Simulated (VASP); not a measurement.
Write the native input for VASP 6.6.1 that does the following.

| Item | Value |
| --- | --- |
| Task | single point |
| Functional | r2SCAN |
| Potentials or basis | VASP PAW PBE potentials, release 64 (Ta_pv, F) |
| Cutoff | 520 eV |
| k mesh | 9 × 9 × 9 |
| Occupations | fermi-dirac, width 0.1 eV |
| Spin | no spin polarisation |
| Dipole correction | no |
| Further INCAR settings | ALGO = Normal; EDIFF = 1e-06; NBANDS = 24 |

The system is TaF3.

```
Ta F
1.0
     3.87232    0.00000    0.00000
     0.00000    3.87232    0.00000
     0.00000    0.00000    3.87232
Ta F
1 3
Direct
  0.00000 0.00000 0.00000
  0.50000 0.00000 0.00000
  0.00000 0.50000 0.00000
  0.00000 0.00000 0.50000
```

These files were run (other wordings do the same):

POSCAR

```
TaF3
1.0
    3.8723190000      0.0000000000      0.0000000000
    0.0000000000      3.8723190000      0.0000000000
    0.0000000000      0.0000000000      3.8723190000
Ta F
1 3
Direct
    0.0000000000      0.0000000000      0.0000000000
    0.5000000000      0.0000000000      0.0000000000
    0.0000000000      0.5000000000      0.0000000000
    0.0000000000      0.0000000000      0.5000000000
```

INCAR.step1

```
PREC     = Accurate       # precision mode
ENCUT    = 520            # plane-wave cutoff, eV
ISMEAR   = -1             # smearing method
SIGMA    = 0.1            # smearing width, eV
LREAL    = F              # projectors in reciprocal space
LASPH    = T              # aspherical terms in the spheres
NELM     = 80             # most SCF steps
NBANDS   = 24             # bands
GGA      = PE             # functional
ALGO     = Normal         # electronic algorithm
EDIFF    = 1E-4           # SCF threshold, eV
LWAVE    = T              # write WAVECAR
LCHARG   = F              # write CHGCAR
```

INCAR.step2

```
PREC     = Accurate       # precision mode
ENCUT    = 520            # plane-wave cutoff, eV
EDIFF    = 1E-6           # SCF threshold, eV
ISMEAR   = -1             # smearing method
SIGMA    = 0.1            # smearing width, eV
LREAL    = F              # projectors in reciprocal space
LASPH    = T              # aspherical terms in the spheres
NELM     = 80             # most SCF steps
ALGO     = Normal         # electronic algorithm
ISIF     = 2              # what is computed and relaxed
LWAVE    = F              # write WAVECAR
LCHARG   = F              # write CHGCAR
METAGGA  = R2SCAN         # meta-GGA
LMIXTAU  = T            
NBANDS   = 24             # bands
ISTART   = 1
```

KPOINTS

```
regular mesh
0
Gamma
  9 9 9
```

Potentials or basis: VASP PAW PBE potentials, release 64 (Ta_pv, F).

The run is started by

```bash
$ cat potpaw_PBE.64/Ta_pv/POTCAR potpaw_PBE.64/F/POTCAR > POTCAR
$ cp INCAR.step1 INCAR
$ mpirun -np 1 vasp_std > vasp.out
$ cp INCAR.step2 INCAR
$ mpirun -np 1 vasp_std > vasp.out
```

Results of the run:

- Pressure: 28.1 GPa
- Band gap on the k mesh: zero (band 16 reaches 6.92 eV, above the bottom of band 17 at 3.89 eV)

Caveat: the PAW data sets were made with another functional, which shifts forces and pressure a little; spin-orbit coupling is left out, which moves the levels of the heavy elements.

Wall time 2.7 min on 1 thread of Intel Xeon 6975P-C, on a shared host, peak memory 0.19 GiB.
